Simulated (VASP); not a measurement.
Input of a VASP 6.6.1 run:

The input INCAR:

```
PREC = Accurate
ENCUT = 500
EDIFF = 1E-7
ISMEAR = 0
SIGMA = 0.01
LREAL = F
LASPH = T
NELM = 120
ALGO = Normal
ISIF = 3
LWAVE = F
LCHARG = F
IBRION = 2
NSW = 80
EDIFFG = -0.01
GGA_COMPAT = F
NELMIN = 4
```

KPOINTS

```
regular mesh
0
Gamma
  7 7 7
```

File POSCAR:

```
CdS
1.0
    0.0000000000      2.9165000000      2.9165000000
    2.9165000000      0.0000000000      2.9165000000
    2.9165000000      2.9165000000      0.0000000000
Cd S
1 1
Direct
    0.0000000000      0.0000000000      0.0000000000
    0.7500000000      0.7500000000      0.7500000000
```

Potentials or basis: VASP PAW LDA potentials, release 64 (Cd, S).

Command:

```console
$ cat potpaw_LDA.64/Cd/POTCAR potpaw_LDA.64/S/POTCAR > POTCAR
$ mpirun -np 1 vasp_std > vasp.out
```

Question: Estimate the relaxed volume.

Answer: 24.04 Å³/atom.

Question: What does it give for the band gap on the k mesh?

Answer: 0.96 eV.

Final structure:
```
CELL_PARAMETERS angstrom
0.00000 2.88599 2.88599
2.88599 0.00000 2.88599
2.88599 2.88599 0.00000
ATOMIC_POSITIONS crystal
Cd 0.00000 0.00000 0.00000
S 0.75000 0.75000 0.75000
```

As with any semilocal functional, this LDA gap is likely too small. Zero-point motion and thermal expansion aren't in these numbers.
